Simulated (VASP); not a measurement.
## Nb2BiN: single point with PBEsol

The system is Nb2BiN.

```xyz
4
Lattice="1.6834 0.9719 6.7068 -1.6834 0.9719 6.7068 0.0000 -1.9438 6.7068" Properties=species:S:1:pos:R:3 pbc="T T T"
Nb    0.0000    0.0000   14.3911
Nb    0.0000    0.0000    5.7293
Bi    0.0000    0.0000   10.0602
N     0.0000    0.0000    0.0000
```

```yaml
Program: VASP 6.6.1
Task: single point
Functional: PBEsol
Potentials_or_basis: VASP PAW PBE potentials, release 64 (Nb_sv, Bi_d, N)
Cutoff: 520 eV
k_mesh: 15 × 15 × 15
Occupations: fermi-dirac, width 0.15 eV
Spin: no spin polarisation
Dipole_correction: no
Further_INCAR_settings: ALGO = Normal; EDIFF = 1e-06; NBANDS = 31
```

```json
{
  "Pressure": "-0.2 GPa",
  "Largest force": "0.009 eV/Å",
  "Band gap on the k mesh": "zero (bands 23 and 24 overlap by 1.72 eV)"
}
```

Forces on the atoms (eV/Å):
```
Nb   0.000  0.000 -0.009
Nb   0.000  0.000  0.009
Bi   0.000  0.000  0.000
N    0.000  0.000  0.000
```

Levels at points of the mesh, in eV from the Fermi level:
| k point | band 19 | band 20 | band 21 | band 22 | band 23 | band 24 | band 25 | band 26 | band 27 | band 28 |
| --- | --- | --- | --- | --- | --- | --- | --- | --- | --- | --- |
| (0.00, 0.00, 0.00) | -4.02 | -1.88 | -1.88 | 0.19 | 0.84 | 0.84 | 0.90 | 1.23 | 2.33 | 2.33 |

Run time: 55 min on 1 thread of Intel(R) Xeon(R) Platinum 8175M CPU @ 2.50GHz (Skylake/Cascade Lake) (shared host), peak memory 0.88 GiB.

Caveat: the PAW data sets were made with another functional, which shifts forces and pressure a little; spin-orbit coupling is left out, which moves the levels of the heavy elements.
